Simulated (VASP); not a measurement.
# BeAs3 (Pm-3m) in VASP: single point with PBE

Aim: the single point of BeAs3 with PBE.

Everything below comes from runs of VASP 6.6.1. Logs are shortened: lines on timing, memory, paths and dates and some standing lists are left out, and cuts for length are marked.

**1. The cell of the first run**

It takes space group Pm-3m (No. 221, cubic). The conventional cell has a = 4.106 Å, b = 4.106 Å, c = 4.106 Å, α = 90.00°, β = 90.00°, γ = 90.00°. Within 3.8 Å of Be (site symmetry m-3m) lie 12 As at 2.90 Å. Within 3.8 Å of As (site symmetry 4/mmm) lie 4 Be at 2.90 Å and 8 As at 2.90 Å.

**2. Single point, PBE**

INCAR reads:

```
SYSTEM = BeAs3
PREC     = Accurate       ! precision mode
ENCUT    = 520            ! plane-wave cutoff, eV
EDIFF    = 1E-6           ! SCF threshold, eV
ISMEAR   = 0              ! smearing method
SIGMA    = 0.1            ! smearing width, eV
LREAL    = .FALSE.        ! projectors in reciprocal space
LASPH    = .TRUE.         ! aspherical terms in the spheres
NELM     = 100            ! most SCF steps
ALGO     = Normal         ! electronic algorithm
ISIF     = 2              ! what is computed and relaxed
LWAVE    = .FALSE.        ! write WAVECAR
LCHARG   = .FALSE.        ! write CHGCAR
GGA      = PE             ! functional
NBANDS   = 16             ! bands
```

KPOINTS reads:

```
Automatic mesh
0
G
  12 12 12
  0 0 0
```

POSCAR reads:

```
BeAs3
1.0
    4.1062299232      0.0000000000      0.0000000000
    0.0000000000      4.1062299232      0.0000000000
    0.0000000000      0.0000000000      4.1062299232
Be As
1 3
Direct
    0.0000000000      0.0000000000      0.0000000000
    0.0000000000      0.5000000000      0.5000000000
    0.5000000000      0.0000000000      0.5000000000
    0.5000000000      0.5000000000      0.0000000000
```

Potentials or basis: VASP PAW PBE potentials, release 64 (Be, As).

Command:

```console
$ cat potpaw_PBE.64/Be/POTCAR potpaw_PBE.64/As/POTCAR > POTCAR
$ mpirun -np 1 vasp_std > vasp.out
```

OUTCAR:

```text
SYSTEM = BeAs3
   PREC = Accurate
   ENCUT = 520
   EDIFF = 1E-6
   ISMEAR = 0
   LREAL = .FALSE.
   LASPH = .TRUE.
   NELM = 100
   ISIF = 2
   GGA = PE

 ion  position               nearest neighbor table
   1  0.000  0.000  0.000-
   2  0.000  0.500  0.500-   3 2.90   4 2.90   4 2.90   3 2.90   3 2.90   4 2.90   4 2.90   3 2.90

   3  0.500  0.000  0.500-   2 2.90   4 2.90   4 2.90   2 2.90   4 2.90   4 2.90   2 2.90   2 2.90

   4  0.500  0.500  0.000-   2 2.90   3 2.90   2 2.90   3 2.90   3 2.90   3 2.90   2 2.90   2 2.90

  LATTYP: Found a simple cubic cell.
 ALAT       =     4.1062299232

  Lattice vectors:

 A1 = (   4.1062299232,   0.0000000000,   0.0000000000)
 A2 = (   0.0000000000,   4.1062299232,   0.0000000000)
 A3 = (   0.0000000000,   0.0000000000,   4.1062299232)

Analysis of symmetry for initial positions (statically):
=====================================================================
 Subroutine PRICEL returns:
 Original cell was already a primitive cell.

 Routine SETGRP: Setting up the symmetry group for a
 simple cubic supercell.

 Subroutine GETGRP returns: Found 48 space group operations
 (whereof 48 operations were pure point group operations)
 out of a pool of 48 trial point group operations.

The static configuration has the point symmetry O_h .

Analysis of symmetry for dynamics (positions and initial velocities):
=====================================================================
 Subroutine PRICEL returns:
 Original cell was already a primitive cell.

 Routine SETGRP: Setting up the symmetry group for a
 simple cubic supercell.

 Subroutine GETGRP returns: Found 48 space group operations
 (whereof 48 operations were pure point group operations)
 out of a pool of 48 trial point group operations.

The dynamic configuration has the point symmetry O_h .

 Subroutine INISYM returns: Found 48 space group operations
 (whereof 48 operations are pure point group operations),
 and found     1 'primitive' translations

----------------------------------------------------------------------------------------

                                     Primitive cell

  volume of cell :      69.2357

  direct lattice vectors                    reciprocal lattice vectors
     4.106229923  0.000000000  0.000000000     0.243532393  0.000000000  0.000000000
     0.000000000  4.106229923  0.000000000     0.000000000  0.243532393  0.000000000
     0.000000000  0.000000000  4.106229923     0.000000000  0.000000000  0.243532393

  length of vectors
     4.106229923  4.106229923  4.106229923     0.243532393  0.243532393  0.243532393

  position of ions in fractional coordinates (direct lattice)
     0.000000000  0.000000000  0.000000000
     0.000000000  0.500000000  0.500000000
     0.500000000  0.000000000  0.500000000
     0.500000000  0.500000000  0.000000000

  ion indices of the primitive-cell ions
   primitive index   ion index
                 1           1
                 2           2
                 3           3
                 4           4

----------------------------------------------------------------------------------------

 KPOINTS: Automatic mesh

Automatic generation of k-mesh.
 Grid dimensions read from file:
 generate k-points for:   12   12   12

 Generating k-lattice:

  Cartesian coordinates                     Fractional coordinates (reciprocal lattice)
     0.020294366  0.000000000  0.000000000     0.083333333  0.000000000  0.000000000
     0.000000000  0.020294366  0.000000000     0.000000000  0.083333333  0.000000000
     0.000000000  0.000000000  0.020294366     0.000000000  0.000000000  0.083333333

  Length of vectors
     0.020294366  0.020294366  0.020294366

  Shift w.r.t. Gamma in fractional coordinates (k-lattice)
     0.000000000  0.000000000  0.000000000

 Subroutine IBZKPT returns following result:
 ===========================================

 Found     84 irreducible k-points:

 Following reciprocal coordinates:
            Coordinates               Weight
  0.000000  0.000000  0.000000      1.000000
  0.083333  0.000000  0.000000      6.000000
  0.166667  0.000000  0.000000      6.000000
  0.250000  0.000000  0.000000      6.000000
  0.333333  0.000000  0.000000      6.000000
  0.416667  0.000000  0.000000      6.000000
[... 16 lines left out ...]
  0.333333  0.333333  0.000000     12.000000
  0.416667  0.333333  0.000000     24.000000
 [... further k-points ...]
   k-points           NKPTS =     84   k-points in BZ     NKDIM =     84   number of bands    NBANDS=     16
   number of dos      NEDOS =    301   number of ions     NIONS =      4
   total plane-waves  NPLWV =  32768
   dimension x,y,z NGX =    32 NGY =   32 NGZ =   32
   dimension x,y,z NGXF=    64 NGYF=   64 NGZF=   64
   ions per type =               1   3
   NGX,Y,Z   is equivalent  to a cutoff of  12.96, 12.96, 12.96 a.u.
   NGXF,Y,Z  is equivalent  to a cutoff of  25.91, 25.91, 25.91 a.u.
 SYSTEM =  BeAs3
   PREC   = accura    normal or accurate (medium, high low for compatibility)
   ISTART =      0    job   : 0-new  1-cont  2-samecut
   ICHARG =      2    charge: 1-file 2-atom 10-const
   ISPIN  =      1    spin polarized calculation?
   LNONCOLLINEAR =      F non collinear calculations
   LSORBIT =      F    spin-orbit coupling
   LASPH  =      T    aspherical Exc in radial PAW
   ENCUT  =  520.0 eV  38.22 Ry    6.18 a.u.   7.63  7.63  7.63*2*pi/ulx,y,z
   NELM   =    100;   NELMIN=  2; NELMDL= -5     # of ELM steps
   EDIFF  = 0.1E-05   stopping-criterion for ELM
   LREAL  =      F    real-space projection
   EDIFFG = 0.1E-04   stopping-criterion for IOM
   NSW    =      0    number of steps for IOM
   IBRION =     -1    ionic relax: 0-MD 1-quasi-New 2-CG
   NFREE  =      0    steps in history (QN), initial steepest desc. (CG)
   ISIF   =      2    stress and relaxation
   ISYM   =      2    0-nonsym 1-usesym 2-fastsym
   POTIM  = 0.5000    time-step for ionic-motion
   TEBEG  =    0.0;   TEEND  =   0.0 temperature during run
   PSTRESS=    0.0 pullay stress
   NELECT =      17.0000    total number of electrons
   NUPDOWN=      -1.0000    fix difference up-down
   EMIN   =  10.00;   EMAX   =-10.00  energy-range for DOS
   EFERMI =   0.00;   METHOD = LEGACY
   ISMEAR =     0;   SIGMA  =   0.10  broadening in eV -4-tet -1-fermi 0-gaus
   EFERMI_NEDOS =   21; number of points for ismear=-14 and -15
   IALGO  =     38    algorithm
   IMIX   =      4    mixing-type and parameters
     AMIX     =   0.40;   BMIX     =  1.00
     AMIX_MAG =   1.60;   BMIX_MAG =  1.00
  volume/ion in A,a.u.               =      17.31       116.81
  Fermi-wavevector in a.u.,A,eV,Ry     =   1.025135  1.937225 14.298396  1.050902
  Thomas-Fermi vector in A             =   2.158960
   LORBIT       =      0    0 simple, 1 ext, 2 COOP (PROOUT), +10 PAW based schemes
   GGA     = PE    functional components
   LHFCALC =     F    Hartree Fock is set to
   AEXX    =    0.0000 exact exchange contribution
   IVDW    =     0    specifies the selected vdW correction
   LEPSILON=     F    determine dielectric tensor
   LRPA    =     F    only Hartree local field effects (RPA)
 non-spin polarized calculation
 Gauss-broadening in eV      SIGMA  =   0.10
  energy-cutoff  :      520.00
  volume of cell :       69.24
 maximum number of plane-waves:      1888
 NGX is ok and might be reduce to    32
   NGX = 15   NGY = 15   NGZ = 15

 number of electron      17.0000001 magnetization

 Free energy of the ion-electron system (eV)
  ---------------------------------------------------
  ext. energy  EPLUGINS =         0.00000000
  ---------------------------------------------------
  free energy    TOTEN  =       -15.18727990 eV

  energy without entropy =      -15.17373629  energy(sigma->0) =      -15.18050810

 E-fermi :   6.2326     XC(G=0): -10.4993

 val. band max:        6.2236371238   @ k =   0.4167   0.2500   0.0000
 cond. band min:       6.2500952447   @ k =   0.4167   0.1667   0.1667
 fundamental gap:      0.0264581209
 Fermi energy:         6.2326104213

 k-point     1 :       0.0000    0.0000    0.0000
  band No.  band energies     occupation
      1      -8.6189      2.00000
      2      -2.2534      2.00000
      3      -2.2534      2.00000
      4       0.9963      2.00000
      5       0.9963      2.00000
      6       0.9963      2.00000
[... 8 lines left out ...]
     15      12.5041      0.00000
     16      12.7783      0.00000

 k-point     2 :       0.0833    0.0000    0.0000
  band No.  band energies     occupation
      1      -8.5656      2.00000
      2      -2.5648      2.00000
      3      -2.2316      2.00000
      4       1.0548      2.00000
      5       1.0548      2.00000
      6       1.2494      2.00000
[... 8 lines left out ...]
     15      12.8335      0.00000
     16      12.8879      0.00000

 k-point     3 :       0.1667    0.0000    0.0000
  band No.  band energies     occupation
      1      -8.4071      2.00000
      2      -3.2686      2.00000
      3      -2.1702      2.00000
      4       1.2288      2.00000
      5       1.2288      2.00000
      6       1.7796      2.00000
[... 8 lines left out ...]
     15      12.9981      0.00000
     16      13.3466      0.00000

 k-point     4 :       0.2500    0.0000    0.0000
  band No.  band energies     occupation
      1      -8.1488      2.00000
      2      -4.0822      2.00000
      3      -2.0824      2.00000
      4       1.5133      2.00000
      5       1.5133      2.00000
      6       2.3363      2.00000
[... 8 lines left out ...]
     15      12.6598      0.00000
     16      12.6598      0.00000
[... 324 lines left out ...]
 k-point    22 :       0.5000    0.2500    0.0000
  band No.  band energies     occupation
      1      -6.7239      2.00000
      2      -5.5284      2.00000
      3      -3.1942      2.00000
      4       0.7839      2.00000
      5       2.6349      2.00000
      6       3.1252      2.00000
[... 8 lines left out ...]
     15      11.4395      0.00000
     16      11.9676      0.00000

 k-point    23 :       0.3333    0.3333    0.0000
  band No.  band energies     occupation
      1      -6.9839      2.00000
      2      -4.7005      2.00000
      3      -3.8060      2.00000
      4       0.5667      2.00000
      5       2.6968      2.00000
      6       2.8065      2.00000
[... 8 lines left out ...]
     15       9.9858      0.00000
     16      13.5383      0.00000

 k-point    24 :       0.4167    0.3333    0.0000
  band No.  band energies     occupation
      1      -6.5870      2.00000
      2      -5.0732      2.00000
      3      -3.9215      2.00000
      4       0.2015      2.00000
      5       2.8083      2.00000
      6       3.2576      2.00000
[... 8 lines left out ...]
     15      10.9169      0.00000
     16      13.0323      0.00000

 [... further k-points ...]

------------------------ aborting loop because EDIFF is reached ----------------------------------------

  FORCE on cell =-STRESS in cart. coord.  units (eV):
  Direction    XX          YY          ZZ          XY          YZ          ZX
  --------------------------------------------------------------------------------------
  -------------------------------------------------------------------------------------
  Total        0.0369700      0.0369700      0.0369700      0.0000000      0.0000000     -0.0000000
  in kB        0.8555192      0.8555192      0.8555192      0.0000000      0.0000000     -0.0000000
  external PRESSURE =       0.8555192 kB  Pullay stress =       0.0000000 kB

 VOLUME and BASIS-vectors are now :
 -----------------------------------------------------------------------------
  energy-cutoff  :      520.00
  volume of cell :       69.24
      direct lattice vectors                 reciprocal lattice vectors
     4.106229923  0.000000000  0.000000000     0.243532393  0.000000000  0.000000000
     0.000000000  4.106229923  0.000000000     0.000000000  0.243532393  0.000000000
     0.000000000  0.000000000  4.106229923     0.000000000  0.000000000  0.243532393

 POSITION                                       TOTAL-FORCE (eV/Angst)
 -----------------------------------------------------------------------------------
      0.00000      0.00000      0.00000         0.000000      0.000000      0.000000
      0.00000      2.05311      2.05311         0.000000      0.000000      0.000000
      2.05311      0.00000      2.05311         0.000000      0.000000      0.000000
      2.05311      2.05311      0.00000         0.000000      0.000000      0.000000
 -----------------------------------------------------------------------------------
    total drift:                                0.000000     -0.000000     -0.000000

  FREE ENERGIE OF THE ION-ELECTRON SYSTEM (eV)
  ---------------------------------------------------
  free  energy   TOTEN  =       -15.1872798983 eV

  energy  without entropy=      -15.1737362944  energy(sigma->0) =      -15.18050810
```

Wall time 38 s (1 thread of Intel Xeon Platinum 8259CL at 2.50GHz (Skylake/Cascade Lake), shared host); peak memory 0.23 GiB.

What came out:

| Item | Value |
| --- | --- |
| Free energy | -15.1873 eV |
| Pressure | 0.1 GPa |

Levels at points of the mesh, in eV from the Fermi level:
| k point | band 6 | band 7 | band 8 | band 9 | band 10 | band 11 |
| --- | --- | --- | --- | --- | --- | --- |
| (0.00, 0.00, 0.00) | -5.24 | -1.36 | 1.06 | 1.06 | 1.06 | 2.48 |
| (0.50, 0.00, 0.00) | -2.71 | -2.35 | -2.35 | -1.34 | -1.01 | 3.05 |
| (0.50, 0.50, 0.00) | -1.67 | -1.52 | -1.52 | -1.29 | -1.29 | 1.48 |
| (0.50, 0.50, 0.50) | -6.06 | -6.06 | -2.54 | 4.76 | 4.76 | 5.04 |
